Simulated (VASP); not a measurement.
Set up this calculation in VASP 6.6.1, as the native input.

```yaml
Task: single point
Functional: PBE
Potentials_or_basis: VASP PAW PBE potentials, release 64 (Ti_sv)
Cutoff: 520 eV
k_mesh: 18 × 18 × 18
Occupations: fermi-dirac, width 0.08 eV
Spin: no spin polarisation
Dipole_correction: no
Further_INCAR_settings: ALGO = Normal; EDIFF = 1e-06; NBANDS = 12
```

The structure of Ti lies in POSCAR:

```
Ti
1.0
    2.0495815223      0.0000000000      0.0000000000
    0.0000000000      2.0495815223      0.0000000000
    0.0000000000      0.0000000000      2.0495815223
Ti
1
Direct
    0.0000000000      0.0000000000      0.0000000000
```

These files were run (other wordings do the same):

INCAR

```
PREC = Accurate
ENCUT = 520
EDIFF = 1E-6
ISMEAR = -1
SIGMA = 0.08
LREAL = F
LASPH = T
NELM = 80
ALGO = Normal
ISIF = 2
LWAVE = F
LCHARG = F
GGA = PE
NBANDS = 12
```

KPOINTS

```
Automatic mesh
0
Gamma
  18 18 18
```

Potentials or basis: VASP PAW PBE potentials, release 64 (Ti_sv).

Command:

```sh
$ cat potpaw_PBE.64/Ti_sv/POTCAR > POTCAR
$ mpirun -np 1 vasp_std > vasp.out
```

It gave:

| Property | Result |
| --- | --- |
| Pressure | 236.8 GPa |
| Band gap on the k mesh | zero (band 6 reaches 19.34 eV, above the bottom of band 7 at 13.32 eV) |

Run time: 13 s on 1 thread of Intel(R) Xeon(R) Platinum 8488C (Sapphire Rapids) (shared host), peak memory 0.13 GiB.
